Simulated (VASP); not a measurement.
# Sb (I4/mmm) in VASP: further runs, part 2 of 2

VASP 6.6.1. The steps go on from the part before.

## Step 3: Electric field gradients, PBE (equal xx and yy strain of +3 %)

Contents of INCAR:

```
SYSTEM = Sb
ALGO = Normal
EDIFF = 1E-8
ENCUT = 520
GGA = PE
ISIF = 2
ISMEAR = -1
LASPH = .True.
LCHARG = .False.
LEFG = .True.
LREAL = .False.
LWAVE = .False.
NBANDS = 8
NELM = 60
PREC = Accurate
SIGMA = 0.05
```

Contents of KPOINTS:

```
k-points
0
Gamma
  19 19 19
  0 0 0
```

Contents of POSCAR:

```
Sb
1.0
   -1.5501500000      1.5501500000      2.4800000000
    1.5501500000     -1.5501500000      2.4800000000
    1.5501500000      1.5501500000     -2.4800000000
Sb
1
Direct
    0.0000000000      0.0000000000      0.0000000000
```

Potentials or basis: VASP PAW PBE potentials, release 64 (Sb).

The run is started by

```sh
cat potpaw_PBE.64/Sb/POTCAR > POTCAR
mpirun -np 1 vasp_std > vasp.out
```

OUTCAR:

```text
SYSTEM = Sb
   EDIFF = 1E-8
   ENCUT = 520
   GGA = PE
   ISIF = 2
   ISMEAR = -1
   LASPH = .True.
   LREAL = .False.
   NELM = 60
   PREC = Accurate

 ion  position               nearest neighbor table
   1  0.000  0.000  0.000-

  LATTYP: Found a body centered tetragonal cell.
 ALAT       =     3.1003000000
 C/A-ratio  =     1.5998451763

  Lattice vectors:

 A1 = (  -1.5501500000,   1.5501500000,   2.4800000000)
 A2 = (   1.5501500000,  -1.5501500000,   2.4800000000)
 A3 = (   1.5501500000,   1.5501500000,  -2.4800000000)

Analysis of symmetry for initial positions (statically):
=====================================================================
 Subroutine PRICEL returns:
 Original cell was already a primitive cell.

 Routine SETGRP: Setting up the symmetry group for a
 body centered tetragonal supercell.

 Subroutine GETGRP returns: Found 16 space group operations
 (whereof 16 operations were pure point group operations)
 out of a pool of 16 trial point group operations.

The static configuration has the point symmetry D_4h.

Analysis of symmetry for dynamics (positions and initial velocities):
=====================================================================
 Subroutine PRICEL returns:
 Original cell was already a primitive cell.

 Routine SETGRP: Setting up the symmetry group for a
 body centered tetragonal supercell.

 Subroutine GETGRP returns: Found 16 space group operations
 (whereof 16 operations were pure point group operations)
 out of a pool of 16 trial point group operations.

The dynamic configuration has the point symmetry D_4h.

 Subroutine INISYM returns: Found 16 space group operations
 (whereof 16 operations are pure point group operations),
 and found     1 'primitive' translations
[... 146 lines left out ...]
 Fermi energy:        10.2327276517

 k-point     1 :       0.0000    0.0000    0.0000
  band No.  band energies     occupation
      1      -3.7483      2.00000
      2      16.3472      0.00000
      3      16.4913      0.00000
      4      16.4913      0.00000
      5      20.1586      0.00000
      6      20.5915      0.00000
      7      20.9935      0.00000
      8      20.9935      0.00000
[... 243 lines left out ...]
 k-point    24 :      -0.2632    0.0526    0.0000
  band No.  band energies     occupation
      1      -2.3216      2.00000
      2       9.5567      2.00000
      3      14.0164      0.00000
      4      15.7704      0.00000
      5      18.6757      0.00000
      6      20.4458      0.00000
      7      21.5237      0.00000
      8      22.4833      0.00000

 [... further k-points ...]
[... 5 lines left out ...]
  --------------------------------------------------------------------------------------
  -------------------------------------------------------------------------------------
  Total        1.7269656      1.7269656      1.7747128      0.0000000      0.0000000      0.0000000
  in kB      116.0740505    116.0740505    119.2832750      0.0000000      0.0000000      0.0000000
  external PRESSURE =     117.1437920 kB  Pullay stress =       0.0000000 kB

 VOLUME and BASIS-vectors are now :
 -----------------------------------------------------------------------------
  energy-cutoff  :      520.00
  volume of cell :       23.84
      direct lattice vectors                 reciprocal lattice vectors
    -1.550150000  1.550150000  2.480000000     0.000000000  0.322549431  0.201612903
     1.550150000 -1.550150000  2.480000000     0.322549431  0.000000000  0.201612903
     1.550150000  1.550150000 -2.480000000     0.322549431  0.322549431  0.000000000

 POSITION                                       TOTAL-FORCE (eV/Angst)
 -----------------------------------------------------------------------------------
      0.00000      0.00000      0.00000         0.000000      0.000000      0.000000
 -----------------------------------------------------------------------------------
    total drift:                                0.000000      0.000000      0.000000

  FREE ENERGIE OF THE ION-ELECTRON SYSTEM (eV)
  ---------------------------------------------------
  free  energy   TOTEN  =        -3.7201267016 eV

  energy  without entropy=       -3.7154364456  energy(sigma->0) =       -3.71778157

 Electric field gradients (V/A^2)
---------------------------------------------------------------------
 ion       V_xx      V_yy      V_zz      V_xy      V_xz      V_yz
---------------------------------------------------------------------
   1     -15.588   -15.588    31.176     0.000    -0.000    -0.000
---------------------------------------------------------------------

 Electric field gradients after diagonalization (V/A^2)
 (convention: |V_zz| > |V_xx| > |V_yy|)
----------------------------------------------------------------------
 ion       V_xx      V_yy      V_zz     asymmetry (V_yy - V_xx)/ V_zz
----------------------------------------------------------------------
   1     -15.588   -15.588    31.176       0.000
----------------------------------------------------------------------

           NMR quadrupolar parameters

 Cq : quadrupolar parameter    Cq=e*Q*V_zz/h
 eta: asymmetry parameters     (V_yy - V_xx)/ V_zz
 Q  : nuclear electric quadrupole moment in mb (millibarn)
----------------------------------------------------------------------
 ion       Cq(MHz)       eta       Q (mb)
----------------------------------------------------------------------
   1       0.075       0.000       1.000
----------------------------------------------------------------------
```

OSZICAR:

```text
N       E                     dE             d eps       ncg     rms          rms(c)
DAV:   1     0.531479313477E+01    0.53148E+01   -0.17258E+03  8896   0.417E+02
DAV:   2    -0.363596535797E+01   -0.89508E+01   -0.86598E+01 12328   0.543E+01
DAV:   3    -0.372547130661E+01   -0.89506E-01   -0.88969E-01 10856   0.608E+00
DAV:   4    -0.372569995586E+01   -0.22865E-03   -0.22865E-03 13552   0.367E-01
DAV:   5    -0.372570033456E+01   -0.37870E-06   -0.37900E-06 11488   0.954E-03    0.217E+00
DAV:   6    -0.372219601215E+01    0.35043E-02   -0.10230E-03 11520   0.176E-01    0.127E+00
DAV:   7    -0.372012641986E+01    0.20696E-02   -0.23424E-03 10472   0.265E-01    0.428E-02
DAV:   8    -0.372012684746E+01   -0.42760E-06   -0.42688E-05 13000   0.501E-02    0.587E-03
DAV:   9    -0.372012710964E+01   -0.26219E-06   -0.60678E-07 11976   0.590E-03    0.175E-03
DAV:  10    -0.372012680796E+01    0.30169E-06   -0.34662E-08 13192   0.965E-04    0.511E-04
DAV:  11    -0.372012671001E+01    0.97950E-07   -0.17878E-09  7240   0.294E-04    0.685E-05
DAV:  12    -0.372012670162E+01    0.83872E-08   -0.18981E-10  5392   0.990E-05
   1 F= -.37201267E+01 E0= -.37177816E+01  d E =-.469026E-02
```

Wall time 56 s (1 thread of Intel Xeon 6975P-C (Granite Rapids), shared host); peak memory 0.24 GiB.

Results:

* Free energy: -3.7201 eV
* Pressure: 11.7 GPa

Stress tensor (GPa, compression positive):
```
11.61  0.00  0.00
 0.00 11.61  0.00
 0.00  0.00 11.93
```

Electric field gradients, principal values (V/Å²):
```csv
atom,least,middle,greatest (by size)
1 Sb,-15.588,-15.588,31.176
```

Caveat: the cell differs from its parent crystal (equal xx and yy strain of +3 %); without QUAD_EFG the Cq values of the log hold for a quadrupole moment of 1 mb, not for the nuclei.
